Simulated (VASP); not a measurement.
# K (I4/mmm) in VASP: notebook

Runs on K. Level: PBE. Tasks: single point.

All numbers are computed with VASP 6.6.1; they aren't measurements. Logs are shortened: lines on timing, memory, paths and dates and some standing lists are left out, and cuts for length are marked.

## Step 1: The cell of the first run

The structure is tetragonal, space group I4/mmm (No. 139). The conventional cell has a = 5.236 Å, b = 5.236 Å, c = 5.367 Å, α = 90.00°, β = 90.00°, γ = 90.00°.

## Step 2: Single point, PBE (strain +0.000 along x and y, +0.025 along z)

Contents of INCAR:

```
  PREC = Accurate
  ENCUT = 520
  EDIFF = 1E-6
  ISMEAR = 0
  SIGMA = 0.15
  LREAL = F
  LASPH = T
  NELM = 60
  ALGO = Fast
  ISIF = 2
  LWAVE = F
  LCHARG = F
  GGA = PE
  NBANDS = 10
```

Contents of KPOINTS:

```
regular mesh
0
Gamma
  14 14 14
```

Contents of POSCAR:

```
K
1.0
   -2.6180000000      2.6180000000      2.6834500000
    2.6180000000     -2.6180000000      2.6834500000
    2.6180000000      2.6180000000     -2.6834500000
K
1
Direct
    0.0000000000      0.0000000000      0.0000000000
```

Potentials or basis: VASP PAW PBE potentials, release 64 (K_sv).

The run is started by

```bash
$ cat potpaw_PBE.64/K_sv/POTCAR > POTCAR
$ mpirun -np 1 vasp_std > vasp.out
```

OUTCAR:

```text
PREC = Accurate
   ENCUT = 520
   EDIFF = 1E-6
   ISMEAR = 0
   LREAL = F
   LASPH = T
   NELM = 60
   ISIF = 2
   GGA = PE

 ion  position               nearest neighbor table
   1  0.000  0.000  0.000-

  LATTYP: Found a body centered tetragonal cell.
 ALAT       =     5.2360000000
 C/A-ratio  =     1.0250000000

  Lattice vectors:

 A1 = (  -2.6180000000,   2.6180000000,   2.6834500000)
 A2 = (   2.6180000000,  -2.6180000000,   2.6834500000)
 A3 = (   2.6180000000,   2.6180000000,  -2.6834500000)

Analysis of symmetry for initial positions (statically):
=====================================================================
 Subroutine PRICEL returns:
 Original cell was already a primitive cell.

 Routine SETGRP: Setting up the symmetry group for a
 body centered tetragonal supercell.

 Subroutine GETGRP returns: Found 16 space group operations
 (whereof 16 operations were pure point group operations)
 out of a pool of 16 trial point group operations.

The static configuration has the point symmetry D_4h.

Analysis of symmetry for dynamics (positions and initial velocities):
=====================================================================
 Subroutine PRICEL returns:
 Original cell was already a primitive cell.

 Routine SETGRP: Setting up the symmetry group for a
 body centered tetragonal supercell.

 Subroutine GETGRP returns: Found 16 space group operations
 (whereof 16 operations were pure point group operations)
 out of a pool of 16 trial point group operations.

The dynamic configuration has the point symmetry D_4h.

 Subroutine INISYM returns: Found 16 space group operations
 (whereof 16 operations are pure point group operations),
 and found     1 'primitive' translations

----------------------------------------------------------------------------------------

                                     Primitive cell

  volume of cell :      73.5686

  direct lattice vectors                    reciprocal lattice vectors
    -2.618000000  2.618000000  2.683450000     0.000000000  0.190985485  0.186327303
     2.618000000 -2.618000000  2.683450000     0.190985485  0.000000000  0.186327303
     2.618000000  2.618000000 -2.683450000     0.190985485  0.190985485  0.000000000

  length of vectors
     4.572608873  4.572608873  4.572608873     0.266820762  0.266820762  0.270094263

  position of ions in fractional coordinates (direct lattice)
     0.000000000  0.000000000  0.000000000

  ion indices of the primitive-cell ions
   primitive index   ion index
                 1           1

----------------------------------------------------------------------------------------

 KPOINTS: regular mesh

Automatic generation of k-mesh.
 Grid dimensions read from file:
 generate k-points for:   14   14   14

 Generating k-lattice:

  Cartesian coordinates                     Fractional coordinates (reciprocal lattice)
     0.000000000  0.013641820  0.013309093     0.071428571  0.000000000  0.000000000
     0.013641820  0.000000000  0.013309093     0.000000000  0.071428571  0.000000000
     0.013641820  0.013641820  0.000000000     0.000000000  0.000000000  0.071428571

  Length of vectors
     0.019058626  0.019058626  0.019292447

  Shift w.r.t. Gamma in fractional coordinates (k-lattice)
     0.000000000  0.000000000  0.000000000

 Subroutine IBZKPT returns following result:
 ===========================================

 Found    244 irreducible k-points:

 Following reciprocal coordinates:
            Coordinates               Weight
  0.000000  0.000000  0.000000      1.000000
  0.071429  0.000000 -0.000000      8.000000
  0.142857  0.000000  0.000000      8.000000
  0.214286  0.000000  0.000000      8.000000
  0.285714  0.000000  0.000000      8.000000
  0.357143  0.000000  0.000000      8.000000
[... 16 lines left out ...]
  0.214286  0.142857 -0.000000     16.000000
  0.285714  0.142857  0.000000     16.000000
 [... further k-points ...]
   k-points           NKPTS =    244   k-points in BZ     NKDIM =    244   number of bands    NBANDS=     10
   number of dos      NEDOS =    301   number of ions     NIONS =      1
   total plane-waves  NPLWV =  46656
   dimension x,y,z NGX =    36 NGY =   36 NGZ =   36
   dimension x,y,z NGXF=    72 NGYF=   72 NGZF=   72
   ions per type =               1
   NGX,Y,Z   is equivalent  to a cutoff of  13.09, 13.09, 13.09 a.u.
   NGXF,Y,Z  is equivalent  to a cutoff of  26.18, 26.18, 26.18 a.u.
 SYSTEM =  unknown system
   PREC   = accura    normal or accurate (medium, high low for compatibility)
   ISTART =      0    job   : 0-new  1-cont  2-samecut
   ICHARG =      2    charge: 1-file 2-atom 10-const
   ISPIN  =      1    spin polarized calculation?
   LNONCOLLINEAR =      F non collinear calculations
   LSORBIT =      F    spin-orbit coupling
   LASPH  =      T    aspherical Exc in radial PAW
   ENCUT  =  520.0 eV  38.22 Ry    6.18 a.u.   8.50  8.50  8.50*2*pi/ulx,y,z
   NELM   =     60;   NELMIN=  2; NELMDL= -5     # of ELM steps
   EDIFF  = 0.1E-05   stopping-criterion for ELM
   LREAL  =      F    real-space projection
   EDIFFG = 0.1E-04   stopping-criterion for IOM
   NSW    =      0    number of steps for IOM
   IBRION =     -1    ionic relax: 0-MD 1-quasi-New 2-CG
   NFREE  =      0    steps in history (QN), initial steepest desc. (CG)
   ISIF   =      2    stress and relaxation
   ISYM   =      2    0-nonsym 1-usesym 2-fastsym
   POTIM  = 0.5000    time-step for ionic-motion
   TEBEG  =    0.0;   TEEND  =   0.0 temperature during run
   PSTRESS=    0.0 pullay stress
   NELECT =       9.0000    total number of electrons
   NUPDOWN=      -1.0000    fix difference up-down
   EMIN   =  10.00;   EMAX   =-10.00  energy-range for DOS
   EFERMI =   0.00;   METHOD = LEGACY
   ISMEAR =     0;   SIGMA  =   0.15  broadening in eV -4-tet -1-fermi 0-gaus
   EFERMI_NEDOS =   21; number of points for ismear=-14 and -15
   IALGO  =     68    algorithm
   IMIX   =      4    mixing-type and parameters
     AMIX     =   0.40;   BMIX     =  1.00
     AMIX_MAG =   1.60;   BMIX_MAG =  1.00
  volume/ion in A,a.u.               =      73.57       496.47
  Fermi-wavevector in a.u.,A,eV,Ry     =   0.812690  1.535761  8.986165  0.660465
  Thomas-Fermi vector in A             =   1.922278
   LORBIT       =      0    0 simple, 1 ext, 2 COOP (PROOUT), +10 PAW based schemes
   GGA     = PE    functional components
   LHFCALC =     F    Hartree Fock is set to
   AEXX    =    0.0000 exact exchange contribution
   IVDW    =     0    specifies the selected vdW correction
   LEPSILON=     F    determine dielectric tensor
   LRPA    =     F    only Hartree local field effects (RPA)
 non-spin polarized calculation
 RMM-DIIS sequential band-by-band and
 Gauss-broadening in eV      SIGMA  =   0.15
  energy-cutoff  :      520.00
  volume of cell :       73.57
 maximum number of plane-waves:      2006
 NGX is ok and might be reduce to    36
   NGX = 17   NGY = 17   NGZ = 17

 number of electron       9.0000001 magnetization

 Free energy of the ion-electron system (eV)
  ---------------------------------------------------
  ext. energy  EPLUGINS =         0.00000000
  ---------------------------------------------------
  free energy    TOTEN  =        -1.05168219 eV

  energy without entropy =       -1.04293618  energy(sigma->0) =       -1.04730918

 E-fermi :  -0.1189     XC(G=0):  -5.6508

 val. band max:       -0.1208979492   @ k =   0.5000   0.2857  -0.0000
 cond. band min:      -0.1152283801   @ k =  -0.3571   0.4286   0.1429
 fundamental gap:      0.0056695691
 Fermi energy:        -0.1189305701

 k-point     1 :       0.0000    0.0000    0.0000
  band No.  band energies     occupation
      1     -32.2540      2.00000
      2     -15.7034      2.00000
      3     -15.7034      2.00000
      4     -15.7033      2.00000
      5      -2.2765      2.00000
      6       4.1349      0.00000
      7       4.1349      0.00000
      8       4.2551      0.00000
      9       5.0011      0.00000
     10       5.1620      0.00000

 k-point     2 :       0.0714    0.0000   -0.0000
  band No.  band energies     occupation
      1     -32.2538      2.00000
      2     -15.7068      2.00000
      3     -15.7045      2.00000
      4     -15.7033      2.00000
      5      -2.2135      2.00000
      6       4.0451      0.00000
      7       4.0921      0.00000
      8       4.2663      0.00000
      9       4.8957      0.00000
     10       5.1224      0.00000

 k-point     3 :       0.1429    0.0000    0.0000
  band No.  band energies     occupation
      1     -32.2532      2.00000
      2     -15.7163      2.00000
      3     -15.7076      2.00000
      4     -15.7033      2.00000
      5      -2.0264      2.00000
      6       3.6874      0.00000
      7       3.9037      0.00000
      8       4.4012      0.00000
      9       4.7912      0.00000
     10       5.0726      0.00000

 k-point     4 :       0.2143    0.0000    0.0000
  band No.  band energies     occupation
      1     -32.2524      2.00000
      2     -15.7299      2.00000
      3     -15.7121      2.00000
      4     -15.7032      2.00000
      5      -1.7215      2.00000
      6       3.1106      0.00000
      7       3.6589      0.00000
      8       4.6465      0.00000
      9       4.8254      0.00000
     10       5.0520      0.00000

 k-point     5 :       0.2857    0.0000    0.0000
  band No.  band energies     occupation
      1     -32.2515      2.00000
      2     -15.7449      2.00000
      3     -15.7170      2.00000
      4     -15.7031      2.00000
      5      -1.3086      2.00000
      6       2.4592      0.00000
      7       3.4277      0.00000
      8       4.8812      0.00000
      9       4.9862      0.00000
     10       5.0915      0.00000

 k-point     6 :       0.3571    0.0000    0.0000
  band No.  band energies     occupation
      1     -32.2507      2.00000
      2     -15.7583      2.00000
      3     -15.7215      2.00000
      4     -15.7030      2.00000
      5      -0.8022      2.00000
      6       1.7863      0.00000
      7       3.2457      0.00000
      8       4.8558      0.00000
      9       5.2111      0.00000
     10       5.4214      0.00000
[... 183 lines left out ...]
 k-point    21 :      -0.0714    0.0714    0.0000
  band No.  band energies     occupation
      1     -32.2538      2.00000
      2     -15.7068      2.00000
      3     -15.7045      2.00000
      4     -15.7035      2.00000
      5      -2.2119      2.00000
      6       4.0445      0.00000
      7       4.1600      0.00000
      8       4.1845      0.00000
      9       4.9867      0.00000
     10       5.0327      0.00000

 k-point    22 :       0.1429    0.1429    0.0000
  band No.  band energies     occupation
      1     -32.2520      2.00000
      2     -15.7356      2.00000
      3     -15.7128      2.00000
      4     -15.7059      2.00000
      5      -1.5478      2.00000
      6       3.0016      0.00000
      7       3.3496      0.00000
      8       4.6772      0.00000
      9       4.7266      0.00000
     10       5.3267      0.00000

 k-point    23 :       0.2143    0.1429   -0.0000
  band No.  band energies     occupation
      1     -32.2512      2.00000
      2     -15.7471      2.00000
      3     -15.7184      2.00000
      4     -15.7067      2.00000
      5      -1.1431      2.00000
      6       2.4799      0.00000
      7       3.0677      0.00000
      8       4.7242      0.00000
      9       4.9156      0.00000
     10       5.4152      0.00000

 k-point    24 :       0.2857    0.1429    0.0000
  band No.  band energies     occupation
      1     -32.2505      2.00000
      2     -15.7572      2.00000
      3     -15.7241      2.00000
      4     -15.7070      2.00000
      5      -0.6450      2.00000
      6       1.8788      0.00000
      7       2.8705      0.00000
      8       4.6678      0.00000
      9       5.1064      0.00000
     10       5.5351      0.00000

 [... further k-points ...]
[... 5 lines left out ...]
  --------------------------------------------------------------------------------------
  -------------------------------------------------------------------------------------
  Total        0.0075846      0.0075846     -0.0005587      0.0000000      0.0000000      0.0000000
  in kB        0.1651775      0.1651775     -0.0121674      0.0000000      0.0000000      0.0000000
  external PRESSURE =       0.1060626 kB  Pullay stress =       0.0000000 kB

 VOLUME and BASIS-vectors are now :
 -----------------------------------------------------------------------------
  energy-cutoff  :      520.00
  volume of cell :       73.57
      direct lattice vectors                 reciprocal lattice vectors
    -2.618000000  2.618000000  2.683450000     0.000000000  0.190985485  0.186327303
     2.618000000 -2.618000000  2.683450000     0.190985485  0.000000000  0.186327303
     2.618000000  2.618000000 -2.683450000     0.190985485  0.190985485  0.000000000

 POSITION                                       TOTAL-FORCE (eV/Angst)
 -----------------------------------------------------------------------------------
      0.00000      0.00000      0.00000         0.000000      0.000000      0.000000
 -----------------------------------------------------------------------------------
    total drift:                               -0.000000     -0.000000      0.000000

  FREE ENERGIE OF THE ION-ELECTRON SYSTEM (eV)
  ---------------------------------------------------
  free  energy   TOTEN  =        -1.0516821926 eV

  energy  without entropy=       -1.0429361767  energy(sigma->0) =       -1.04730918
```

Run time: 3.1 min. Hardware: 1 thread of Oxide Virtual Turin-like, shared host; peak memory 0.29 GiB.

Results:

```yaml
Free_energy: -1.0517 eV
Pressure: 0.0 GPa
```

Caveat: the cell differs from its parent crystal (strain +0.000 along x and y, +0.025 along z).

## Step 3: Single point, PBE (strain +0.025 along x and y, +0.050 along z)

Contents of INCAR:

```
SYSTEM = K
  ALGO = Fast
  EDIFF = 1E-6
  ENCUT = 520
  GGA = PE
  ISIF = 2
  ISMEAR = 0
  LASPH = .TRUE.
  LCHARG = .FALSE.
  LREAL = .FALSE.
  LWAVE = .FALSE.
  NBANDS = 10
  NELM = 100
  PREC = Accurate
  SIGMA = 0.15
```

Contents of KPOINTS:

```
k-points
0
G
  14 14 14
  0 0 0
```

Contents of POSCAR:

```
K
1.0
   -2.6834500000      2.6834500000      2.7489000000
    2.6834500000     -2.6834500000      2.7489000000
    2.6834500000      2.6834500000     -2.7489000000
K
1
Direct
    0.0000000000      0.0000000000      0.0000000000
```

Potentials or basis: VASP PAW PBE potentials, release 64 (K_sv).

The run is started by

```bash
$ cat potpaw_PBE.64/K_sv/POTCAR > POTCAR
$ mpirun -np 1 vasp_std > vasp.out
```

Wall time 4.8 min (1 thread of Oxide Virtual Turin-like, shared host); peak memory 0.3 GiB.

The run converged. Its results:

```yaml
Free_energy: -1.0479 eV
Pressure: -0.2 GPa
```

Levels at points of the mesh, in eV from the Fermi level:
```tsv
k point	band 2	band 3	band 4	band 5	band 6	band 7	band 8	band 9
(0.00, 0.00, 0.00)	-15.64	-15.64	-15.64	-2.06	4.18	4.18	4.29	5.01
(0.50, 0.00, 0.00)	-15.69	-15.65	-15.64	0.43	0.63	3.18	4.68	5.57
(0.50, 0.50, 0.00)	-15.69	-15.65	-15.64	0.48	0.69	3.05	4.75	5.59
(0.50, 0.50, 0.50)	-15.68	-15.67	-15.67	1.66	1.74	3.11	3.37	3.37
```

Caveat: the cell differs from its parent crystal (strain +0.025 along x and y, +0.050 along z).

(Part 1 of 2 ends here.)
